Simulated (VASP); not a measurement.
# Si4Ge (P6_3/mmc) in VASP: notebook, part 2 of 2

VASP 6.6.1.

## (3) Single point, PBE

This run uses another cell than the first one, of 16.01 Å³/atom, 1.029 times its volume.

The input, INCAR:

```
PREC = Accurate
ENCUT = 520
EDIFF = 1E-7
ISMEAR = 0
SIGMA = 0.1
LREAL = False
LASPH = True
NELM = 100
ALGO = Normal
ISIF = 2
LWAVE = False
LCHARG = True
GGA = PE
LELF = True
LVHAR = True
NBANDS = 41
```

The input, KPOINTS:

```
Automatic mesh
0
Gamma
  6 6 1
```

The input, POSCAR:

```
Si4Ge
1.0
    2.8328916000      0.0000000000      0.0000000000
   -1.4164458000      2.4533560900      0.0000000000
    0.0000000000      0.0000000000     23.0409894300
Si Ge
8 2
Direct
    0.3333333300      0.6666666700      0.6500000000
    0.3333333300      0.6666666700      0.8500000000
    0.3333333300      0.6666666700      0.0500000000
    0.3333333300      0.6666666700      0.4500000000
    0.6666666700      0.3333333300      0.9500000000
    0.6666666700      0.3333333300      0.1500000000
    0.6666666700      0.3333333300      0.3500000000
    0.6666666700      0.3333333300      0.5500000000
    0.3333333300      0.6666666700      0.2500000000
    0.6666666700      0.3333333300      0.7500000000
```

Potentials or basis: VASP PAW PBE potentials, release 64 (Si, Ge_d).

Run with:

```
$ cat potpaw_PBE.64/Si/POTCAR potpaw_PBE.64/Ge_d/POTCAR > POTCAR
$ mpirun -np 1 vasp_std > vasp.out
```

OUTCAR:

```text
PREC = Accurate
   ENCUT = 520
   EDIFF = 1E-7
   ISMEAR = 0
   LREAL = False
   LASPH = True
   NELM = 100
   ISIF = 2
   GGA = PE

 ion  position               nearest neighbor table
   1  0.333  0.667  0.650-   8 2.83  10 2.83   8 2.83  10 2.83   8 2.83  10 2.83
   2  0.333  0.667  0.850-   5 2.83  10 2.83   5 2.83  10 2.83   5 2.83  10 2.83
   3  0.333  0.667  0.050-   5 2.83   6 2.83   5 2.83   6 2.83   5 2.83   6 2.83
   4  0.333  0.667  0.450-   8 2.83   7 2.83   8 2.83   7 2.83   8 2.83   7 2.83
   5  0.667  0.333  0.950-   3 2.83   2 2.83   3 2.83   2 2.83   3 2.83   2 2.83
   6  0.667  0.333  0.150-   3 2.83   9 2.83   3 2.83   9 2.83   3 2.83   9 2.83
   7  0.667  0.333  0.350-   4 2.83   9 2.83   4 2.83   9 2.83   4 2.83   9 2.83
   8  0.667  0.333  0.550-   4 2.83   1 2.83   4 2.83   1 2.83   4 2.83   1 2.83
   9  0.333  0.667  0.250-   6 2.83   7 2.83   6 2.83   7 2.83   6 2.83   7 2.83
  10  0.667  0.333  0.750-   1 2.83   2 2.83   1 2.83   2 2.83   1 2.83   2 2.83

  LATTYP: Found a hexagonal cell.
 ALAT       =     2.8328916000
 C/A-ratio  =     8.1333819586

  Lattice vectors:

 A1 = (   2.8328916000,   0.0000000000,   0.0000000000)
 A2 = (  -1.4164458000,   2.4533560900,   0.0000000000)
 A3 = (   0.0000000000,   0.0000000000,  23.0409894300)

Analysis of symmetry for initial positions (statically):
=====================================================================
 Subroutine PRICEL returns:
 Original cell was already a primitive cell.

 Routine SETGRP: Setting up the symmetry group for a
 hexagonal supercell.

 Subroutine GETGRP returns: Found 24 space group operations
 (whereof 12 operations were pure point group operations)
 out of a pool of 24 trial point group operations.

The static configuration has the point symmetry D_3d.
 The point group associated with its full space group is D_6h.

Analysis of symmetry for dynamics (positions and initial velocities):
=====================================================================
 Subroutine PRICEL returns:
 Original cell was already a primitive cell.

 Routine SETGRP: Setting up the symmetry group for a
 hexagonal supercell.

 Subroutine GETGRP returns: Found 24 space group operations
 (whereof 12 operations were pure point group operations)
 out of a pool of 24 trial point group operations.

The dynamic configuration has the point symmetry D_3d.
 The point group associated with its full space group is D_6h.

 Subroutine INISYM returns: Found 24 space group operations
 (whereof 12 operations are pure point group operations),
 and found     1 'primitive' translations

----------------------------------------------------------------------------------------

                                     Primitive cell

  volume of cell :     160.1370

  direct lattice vectors                    reciprocal lattice vectors
     2.832891600  0.000000000  0.000000000     0.352996211  0.203802457  0.000000000
    -1.416445800  2.453356090  0.000000000     0.000000000  0.407604915  0.000000000
     0.000000000  0.000000000 23.040989430     0.000000000  0.000000000  0.043400914

  length of vectors
[... 60 lines left out ...]
  0.333333  0.166667  0.000000     12.000000
  0.333333  0.333333  0.000000      2.000000
   k-points           NKPTS =      7   k-points in BZ     NKDIM =      7   number of bands    NBANDS=     41
   number of dos      NEDOS =    301   number of ions     NIONS =     10
   total plane-waves  NPLWV = 103680
   dimension x,y,z NGX =    24 NGY =   24 NGZ =  180
   dimension x,y,z NGXF=    48 NGYF=   48 NGZF=  360
   ions per type =               8   2
   NGX,Y,Z   is equivalent  to a cutoff of  14.08, 14.08, 12.99 a.u.
   NGXF,Y,Z  is equivalent  to a cutoff of  28.17, 28.17, 25.97 a.u.
 SYSTEM =  unknown system
   PREC   = accura    normal or accurate (medium, high low for compatibility)
   ISTART =      0    job   : 0-new  1-cont  2-samecut
   ICHARG =      2    charge: 1-file 2-atom 10-const
   ISPIN  =      1    spin polarized calculation?
   LNONCOLLINEAR =      F non collinear calculations
   LSORBIT =      F    spin-orbit coupling
   LASPH  =      T    aspherical Exc in radial PAW
   ENCUT  =  520.0 eV  38.22 Ry    6.18 a.u.   5.27  5.27 42.84*2*pi/ulx,y,z
   NELM   =    100;   NELMIN=  2; NELMDL= -5     # of ELM steps
   EDIFF  = 0.1E-06   stopping-criterion for ELM
   LREAL  =      F    real-space projection
   EDIFFG = 0.1E-05   stopping-criterion for IOM
   NSW    =      0    number of steps for IOM
   IBRION =     -1    ionic relax: 0-MD 1-quasi-New 2-CG
   NFREE  =      0    steps in history (QN), initial steepest desc. (CG)
   ISIF   =      2    stress and relaxation
   ISYM   =      2    0-nonsym 1-usesym 2-fastsym
   POTIM  = 0.5000    time-step for ionic-motion
   TEBEG  =    0.0;   TEEND  =   0.0 temperature during run
   PSTRESS=    0.0 pullay stress
   NELECT =      60.0000    total number of electrons
   NUPDOWN=      -1.0000    fix difference up-down
   EMIN   =  10.00;   EMAX   =-10.00  energy-range for DOS
   EFERMI =   0.00;   METHOD = LEGACY
   ISMEAR =     0;   SIGMA  =   0.10  broadening in eV -4-tet -1-fermi 0-gaus
   EFERMI_NEDOS =   21; number of points for ismear=-14 and -15
   IALGO  =     38    algorithm
   IMIX   =      4    mixing-type and parameters
     AMIX     =   0.40;   BMIX     =  1.00
     AMIX_MAG =   1.60;   BMIX_MAG =  1.00
  volume/ion in A,a.u.               =      16.01       108.07
  Fermi-wavevector in a.u.,A,eV,Ry     =   1.180216  2.230284 18.951676  1.392909
  Thomas-Fermi vector in A             =   2.316512
   LORBIT       =      0    0 simple, 1 ext, 2 COOP (PROOUT), +10 PAW based schemes
   GGA     = PE    functional components
   LHFCALC =     F    Hartree Fock is set to
   AEXX    =    0.0000 exact exchange contribution
   IVDW    =     0    specifies the selected vdW correction
   LEPSILON=     F    determine dielectric tensor
   LRPA    =     F    only Hartree local field effects (RPA)
 non-spin polarized calculation
 Gauss-broadening in eV      SIGMA  =   0.10
  energy-cutoff  :      520.00
  volume of cell :      160.14
 maximum number of plane-waves:      4344
 NGX is ok and might be reduce to    24
   NGX = 11   NGY = 11   NGZ = 85

 number of electron      60.0000001 magnetization

 Free energy of the ion-electron system (eV)
  ---------------------------------------------------
  ext. energy  EPLUGINS =         0.00000000
  ---------------------------------------------------
  free energy    TOTEN  =       -46.53459846 eV

  energy without entropy =      -46.48514970  energy(sigma->0) =      -46.50987408

 E-fermi :   8.8406     XC(G=0): -11.0619

 val. band max:        8.8003355072   @ k =   0.3333   0.1667   0.0000
 cond. band min:       8.9140508432   @ k =   0.1667  -0.0000   0.0000
 fundamental gap:      0.1137153360
 Fermi energy:         8.8405665481

 k-point     1 :       0.0000    0.0000    0.0000
  band No.  band energies     occupation
      1     -16.0293      2.00000
      2     -16.0293      2.00000
      3     -16.0112      2.00000
      4     -16.0112      2.00000
      5     -16.0112      2.00000
      6     -16.0112      2.00000
[... 297 lines left out ...]
     40       9.2851      0.00000
     41       9.3849      0.00000

------------------------ aborting loop because EDIFF is reached ----------------------------------------

  FORCE on cell =-STRESS in cart. coord.  units (eV):
  Direction    XX          YY          ZZ          XY          YZ          ZX
  --------------------------------------------------------------------------------------
  -------------------------------------------------------------------------------------
  Total        3.8592764      3.8592764    -13.9002632      0.0000000      0.0000000      0.0000000
  in kB       38.6122223     38.6122222   -139.0727161      0.0000000      0.0000000      0.0000000
  external PRESSURE =     -20.6160906 kB  Pullay stress =       0.0000000 kB

 VOLUME and BASIS-vectors are now :
 -----------------------------------------------------------------------------
  energy-cutoff  :      520.00
  volume of cell :      160.14
      direct lattice vectors                 reciprocal lattice vectors
     2.832891600  0.000000000  0.000000000     0.352996211  0.203802457  0.000000000
    -1.416445800  2.453356090  0.000000000     0.000000000  0.407604915  0.000000000
     0.000000000  0.000000000 23.040989430     0.000000000  0.000000000  0.043400914

 POSITION                                       TOTAL-FORCE (eV/Angst)
 -----------------------------------------------------------------------------------
     -0.00000      1.63557     14.97664        -0.000000      0.000000     -0.553714
     -0.00000      1.63557     19.58484         0.000000      0.000000      0.553714
     -0.00000      1.63557      1.15205        -0.000000      0.000000      0.044884
     -0.00000      1.63557     10.36845        -0.000000      0.000000     -0.044884
      1.41645      0.81779     21.88894         0.000000      0.000000     -0.044884
      1.41645      0.81779      3.45615        -0.000000      0.000000     -0.553714
      1.41645      0.81779      8.06435        -0.000000      0.000000      0.553714
      1.41645      0.81779     12.67254         0.000000      0.000000      0.044884
     -0.00000      1.63557      5.76025         0.000000     -0.000000      0.000000
      1.41645      0.81779     17.28074        -0.000000     -0.000000      0.000000
 -----------------------------------------------------------------------------------
    total drift:                               -0.000004      0.000002      0.000000

  FREE ENERGIE OF THE ION-ELECTRON SYSTEM (eV)
  ---------------------------------------------------
  free  energy   TOTEN  =       -46.5345984593 eV

  energy  without entropy=      -46.4851496980  energy(sigma->0) =      -46.50987408
```

Run time: 1.9 min. Hardware: 1 thread of AMD EPYC 7R43 (Zen 3), shared host; peak memory 0.27 GiB.

Results:

| Property | Result |
| --- | --- |
| Free energy | -46.5346 eV |
| Pressure | -2.1 GPa |
| Largest force | 0.554 eV/Å |
| Band gap on the k mesh | zero (band 30 reaches 16.21 eV, above the bottom of band 31 at 6.44 eV) |

Forces in eV/Å, atoms in the order of the input:
```
Si   0.000  0.000 -0.554
Si   0.000  0.000  0.554
Si   0.000  0.000  0.045
Si   0.000  0.000 -0.045
Si   0.000  0.000 -0.045
Si   0.000  0.000 -0.554
Si   0.000  0.000  0.554
Si   0.000  0.000  0.045
Ge   0.000  0.000  0.000
Ge   0.000  0.000  0.000
```

Levels at points of the mesh, in eV from the Fermi level:
```tsv
k point	band 28	band 29	band 30	band 31	band 32	band 33
(0.00, 0.00, 0.00)	7.21	7.29	7.37	7.37	7.51	7.51
(0.50, 0.00, 0.00)	-3.00	-1.64	-1.52	-1.37	0.46	1.22
```

Caveat: the k points lie up to 0.43 Å⁻¹ apart.
